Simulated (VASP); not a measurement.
Write the native input for VASP 6.6.1 that does the following.

```yaml
Task: single point
Functional: r2SCAN
Potentials_or_basis: VASP PAW PBE potentials, release 64 (P)
Cutoff: 520 eV
k_mesh: 9 × 9 × 1
Occupations: gaussian, width 0.02 eV
Spin: no spin polarisation
Dipole_correction: yes
Further_INCAR_settings: ALGO = Normal; EDIFF = 1e-07; NBANDS = 12
```

System: P, a slab with vacuum.

```
P
1.0
     3.02800    0.00000    0.00000
    -1.51400    2.62232    0.00000
     0.00000    0.00000   28.00000
P
2
Direct
  0.33333 0.66667 0.51404
  0.66667 0.33333 0.48596
```

These files were run (other wordings do the same):

POSCAR

```
P
1.0
    3.0280000000      0.0000000000      0.0000000000
   -1.5140000000      2.6223249227      0.0000000000
    0.0000000000      0.0000000000     28.0000000000
P
2
Direct
    0.3333333333      0.6666666667      0.5140357143
    0.6666666667      0.3333333333      0.4859642857
```

INCAR.step1

```
ALGO = Normal ; DIPOL = 0.5 0.5 0.500
EDIFF = 1E-4 ; ENCUT = 520
GGA = PE ; IDIPOL = 3
ISMEAR = 0 ; LASPH = T
LCHARG = F ; LDIPOL = T
LREAL = F ; LWAVE = T
NBANDS = 12 ; NELM = 100
PREC = Accurate ; SIGMA = 0.02
```

INCAR.step2

```
ALGO = Normal ; DIPOL = 0.5 0.5 0.500
EDIFF = 1E-7 ; ENCUT = 520
IDIPOL = 3 ; ISIF = 2
ISMEAR = 0 ; ISTART = 1
LASPH = T ; LCHARG = F
LDIPOL = T ; LMIXTAU = T
LREAL = F ; LWAVE = F
METAGGA = R2SCAN ; NBANDS = 12
NELM = 100 ; PREC = Accurate
SIGMA = 0.02
```

KPOINTS

```
k-points
0
Gamma
  9 9 1
```

Potentials or basis: VASP PAW PBE potentials, release 64 (P).

Run with:

```bash
$ cat potpaw_PBE.64/P/POTCAR > POTCAR
$ cp INCAR.step1 INCAR
$ mpirun -np 1 vasp_std > vasp.out
$ cp INCAR.step2 INCAR
$ mpirun -np 1 vasp_std > vasp.out
```

Results of the run:

- Largest force: 9.247 eV/Å
- Band gap on the k mesh: zero (bands 5 and 6 overlap by 0.35 eV)

Caveat: the PAW data sets were made with another functional, which shifts forces and pressure a little.

Run time: 110 s on 1 thread of Intel(R) Xeon(R) 6975P-C (Granite Rapids), with other jobs on the host, peak memory 0.37 GiB.
